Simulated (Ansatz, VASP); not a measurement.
## Two plane-wave programs on LaS

```
La S
1.0
     0.00000    2.86725    2.86725
     2.86725    0.00000    2.86725
     2.86725    2.86725    0.00000
La S
1 1
Cartesian
  0.0000 0.0000 0.0000
  2.8672 2.8672 2.8672
```

Alike in both runs: task single point; functional LDA; k mesh 7 × 7 × 7; no spin polarisation.

```csv
,VASP,Ansatz
version,VASP 6.6.1,Ansatz 0.2.0
potentials or method,"VASP PAW LDA potentials, release 64 (La, S), cutoff 520 eV","plane waves, PAW"
occupations,"methfessel-paxton of order 1, width 0.01 eV","cold, width 0.01 eV"
valence electrons in the cell,17,17
```

```csv
,VASP,Ansatz,Ansatz less VASP
pressure (GPa),1.7,1.8,+0.05
```

LDA's correlation is that of Perdew and Zunger in VASP and of Perdew and Wang (1992) in Ansatz. Ansatz's warnings: stress scf threshold loose.

Spin-orbit coupling is off throughout.
